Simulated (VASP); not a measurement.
A run of VASP 6.6.1 is set up as follows.

The input INCAR:

```
SYSTEM = Na
PREC = Accurate ; ENCUT = 400
EDIFF = 1E-6 ; ISMEAR = 0
SIGMA = 0.1 ; LREAL = .FALSE.
LASPH = .TRUE. ; NELM = 120
ALGO = Normal ; ISIF = 2
LWAVE = .FALSE. ; LCHARG = .TRUE.
GGA = PS ; LELF = .TRUE.
LVHAR = .TRUE. ; NBANDS = 10
GGA_COMPAT = .FALSE.
```

KPOINTS

```
Automatic mesh
0
G
  6 6 6
  0 0 0
```

Contents of POSCAR:

```
Na
1.0
    0.0000000000      4.1097150000      4.1097150000
    4.1097150000      0.0000000000      4.1097150000
    4.1097150000      4.1097150000      0.0000000000
Na
1
Direct
    0.5000000000      0.5000000000      0.5000000000
```

Potentials or basis: VASP PAW PBE potentials, release 64 (Na_pv).

Run with:

```sh
$ cat potpaw_PBE.64/Na_pv/POTCAR > POTCAR
$ mpirun -np 1 vasp_std > vasp.out
```

(1) What does it give for the pressure?

Answers

(1) -0.9 GPa.

Caveat: the PAW data sets were made with another functional, which shifts forces and pressure a little.
